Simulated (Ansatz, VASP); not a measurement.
## One calculation of GaN, two programs

File POSCAR:

```
GaN
1.0
    3.1831500546      0.0000000000      0.0000000000
   -1.5915750273      2.7566888113      0.0000000000
    0.0000000000      0.0000000000      5.1836268250
Ga N
2 2
Direct
    0.3333333333      0.6666666667     -0.0008868441
    0.6666666667      0.3333333333      0.4991131559
    0.3333333333      0.6666666667      0.3758868441
    0.6666666667      0.3333333333      0.8758868441
```

INCAR.step1

```
PREC = Accurate ; ENCUT = 520
ISMEAR = 0 ; SIGMA = 0.01
LREAL = False ; LASPH = True
NELM = 80 ; NBANDS = 26
GGA = PE ; ALGO = Normal
EDIFF = 1E-4 ; LWAVE = True
LCHARG = False
```

INCAR.step2

```
PREC = Accurate ; ENCUT = 520
EDIFF = 1E-7 ; ISMEAR = 0
SIGMA = 0.01 ; LREAL = False
LASPH = True ; NELM = 80
ALGO = Normal ; ISIF = 2
LWAVE = False ; LCHARG = False
METAGGA = R2SCAN ; LMIXTAU = True
NBANDS = 26 ; ISTART = 1
```

Contents of KPOINTS:

```
regular mesh
0
Gamma
  12 12 6
```

Input for Ansatz:

```yaml
crystal:
  lattice:
    - [3.1831500546, 0.0, 0.0]
    - [-1.5915750273, 2.7566888113, 0.0]
    - [0.0, 0.0, 5.183626825]
  atoms:
    - { symbol: Ga, position: [0.3333333333, 0.6666666667, -0.0008868441] }
    - { symbol: Ga, position: [0.6666666667, 0.3333333333, 0.4991131559] }
    - { symbol: "N", position: [0.3333333333, 0.6666666667, 0.3758868441] }
    - { symbol: "N", position: [0.6666666667, 0.3333333333, 0.8758868441] }
kpoints:
  mp_grid: { grid: [12, 12, 6] }
  band_path:
    path:
      - [0.0, 0.0, 0.0]
      - [0.5, 0.0, 0.0]
      - [0.3333333333, 0.3333333333, 0.0]
      - [0.0, 0.0, 0.5]
      - [0.5, 0.0, 0.5]
      - [0.3333333333, 0.3333333333, 0.5]
    npoints: 1
hamiltonian:
  xc: r2scan
scf:
  occupations: { method: fixed }
  n_extra_bands: 5
output:
  forces: true
  stress: true
  eigenvalues: true
  write_density: true
  write_potential: true
  elf: true
  volumetric_format: npy
```

Alike in both runs: task single point; functional r2SCAN; k mesh 12 × 12 × 6; no spin polarisation.

```csv
,VASP,Ansatz
version,VASP 6.6.1,Ansatz 0.2.0
potentials or method,"VASP PAW PBE potentials, release 64 (Ga_d, N)","plane waves, PAW"
plane-wave cutoff (eV),520,500
occupations,"gaussian, width 0.01 eV",fixed
valence electrons in the cell,36,36
```

Ansatz gave:

```
gap on the k mesh at the Fermi level (eV)                     : 2.35
pressure (GPa)                                                : 0.0
traceless stress, the component that is largest in VASP (GPa) : 0.01
```

Question: What did VASP give for the same quantities?

Answer: gap on the k mesh at the Fermi level (eV): 2.34; pressure (GPa): 1.1; traceless stress, the component that is largest in VASP (GPa): -0.08.

VASP's potentials were made for PBE, not for r2SCAN.
